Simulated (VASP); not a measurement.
Set up this calculation in VASP 6.6.1, as the native input.

* Task: single point
* Functional: PBEsol
* Potentials or basis: VASP PAW PBE potentials, release 64 (Ti_sv)
* Cutoff: 520 eV
* k mesh: 24 × 24 × 14
* Occupations: gaussian, width 0.15 eV
* Spin: no spin polarisation
* Dipole correction: no
* Further INCAR settings: ALGO = Fast; EDIFF = 1e-07; NBANDS = 19

The structure of Ti lies in POSCAR:

```
Ti
1.0
    2.9004352003      0.0000000000      0.0000000000
   -1.4502176001      2.5118505655      0.0000000000
    0.0000000000      0.0000000000      4.4073508289
Ti
2
Direct
    0.3333333333      0.6666666667      0.2500000000
    0.6666666667      0.3333333333      0.7500000000
```

This cell differs from its parent crystal: strain +0.000 along x and y, -0.040 along z.

The input as run:

INCAR

```
SYSTEM = Ti
PREC = Accurate
ENCUT = 520
EDIFF = 1E-7
ISMEAR = 0
SIGMA = 0.15
LREAL = .False.
LASPH = .True.
NELM = 100
ALGO = Fast
ISIF = 2
LWAVE = .False.
LCHARG = .True.
GGA = PS
LELF = .True.
LVHAR = .True.
NBANDS = 19
```

KPOINTS

```
Automatic mesh
0
Gamma
  24 24 14
  0 0 0
```

Potentials or basis: VASP PAW PBE potentials, release 64 (Ti_sv).

Run with:

```bash
$ cat potpaw_PBE.64/Ti_sv/POTCAR > POTCAR
$ mpirun -np 1 vasp_std > vasp.out
```

Results of the run:

| Quantity | Value |
| --- | --- |
| Pressure | 5.0 GPa |
| Band gap on the k mesh | zero (bands 12 and 13 overlap by 1.24 eV) |

Caveat: the cell differs from its parent crystal (strain +0.000 along x and y, -0.040 along z); the cell stands under pressure; the PAW data sets were made with another functional, which shifts forces and pressure a little.

It took 9.4 min on 1 thread of Intel(R) Xeon(R) 6975P-C (Granite Rapids), with other jobs on the host, peak memory 0.35 GiB.
